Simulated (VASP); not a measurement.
Runs of VASP 6.6.1 on BN. The structure is that of space group F-43m (No. 216), or close to it. The cells are those of the table. 

```csv
task,cell,smearing,gap on the mesh (eV),pressure (GPa)
single point,"a = 2.537 Å, angles 60.0°, 2 atoms",gaussian 0.02 eV,4.48,12.0
single point,"a = 2.613 Å, angles 60.0°, 2 atoms",gaussian 0.02 eV,4.39,-19.6
single point,"a = 2.546 Å, angles 60.0°, 2 atoms",gaussian 0.01 eV,4.47,(b)
single point,"a = 2.563 Å, angles 60.0°, 2 atoms",gaussian 0.02 eV,4.45,0.0
single point,"a = 2.511 Å, angles 60.0°, 2 atoms",gaussian 0.02 eV,4.51,25.9
single point,"a = 2.580 Å, angles 60.0°, 2 atoms",gaussian 0.01 eV,(a),-7.2
single point,"a = 2.638 Å, angles 60.0°, 2 atoms",gaussian 0.02 eV,4.35,-27.5
single point,"a = 2.484 Å, angles 60.0°, 2 atoms",gaussian 0.02 eV,4.55,41.9
relaxation of cell and atoms,"relaxed from a = 2.556 Å, angles 60.0°, 2 atoms",gaussian 0.02 eV,4.45,0.0
single point,"a = 2.588 Å, angles 60.0°, 2 atoms",gaussian 0.02 eV,4.42,-10.5
```

Alike in all rows: level PBE; potentials or basis VASP PAW PBE potentials, release 64 (B, N); no spin polarisation; k mesh 12 × 12 × 12; cutoff (eV) 600.

Q: Estimate the missing entries.

A: (a) 4.43; (b) 7.8.

Caveats: the cell stands under pressure (at least some runs); the cell stands under tension (at least some runs).

A k mesh can miss the band edges.
